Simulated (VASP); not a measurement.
Write the native input for VASP 6.6.1 that does the following.

* Task: single point
* Functional: LDA
* Potentials or basis: VASP PAW LDA potentials, release 64 (K_sv)
* Cutoff: 520 eV
* k mesh: 6 × 6 × 3
* Occupations: gaussian, width 0.3 eV
* Spin: no spin polarisation
* Dipole correction: no
* Further INCAR settings: ALGO = Normal; EDIFF = 1e-07; NBANDS = 16

The structure of K lies in POSCAR:

```
K
1.0
    4.7623960000      0.0000000000      0.0000000000
   -2.3811980000      4.1243559189      0.0000000000
    0.0000000000      0.0000000000      7.8299710000
K
2
Direct
    0.3333333333      0.6666666667      0.2500000000
    0.6666666667      0.3333333333      0.7500000000
```

The input as run:

INCAR

```
PREC = Accurate ; ENCUT = 520
EDIFF = 1E-7 ; ISMEAR = 0
SIGMA = 0.3 ; LREAL = False
LASPH = True ; NELM = 60
ALGO = Normal ; ISIF = 2
LWAVE = False ; LCHARG = False
NBANDS = 16
```

KPOINTS

```
regular mesh
0
Gamma
  6 6 3
```

Potentials or basis: VASP PAW LDA potentials, release 64 (K_sv).

The run is started by

```bash
$ cat potpaw_LDA.64/K_sv/POTCAR > POTCAR
$ mpirun -np 1 vasp_std > vasp.out
```

Results of the run:

```
Pressure               : -0.5 GPa
Band gap on the k mesh : zero (band 9 reaches 0.62 eV, above the bottom of band 10 at -1.31 eV)
```

It took 22 s on 1 thread of Intel(R) Xeon(R) 6975P-C (Granite Rapids), with other jobs on the host, peak memory 0.21 GiB.
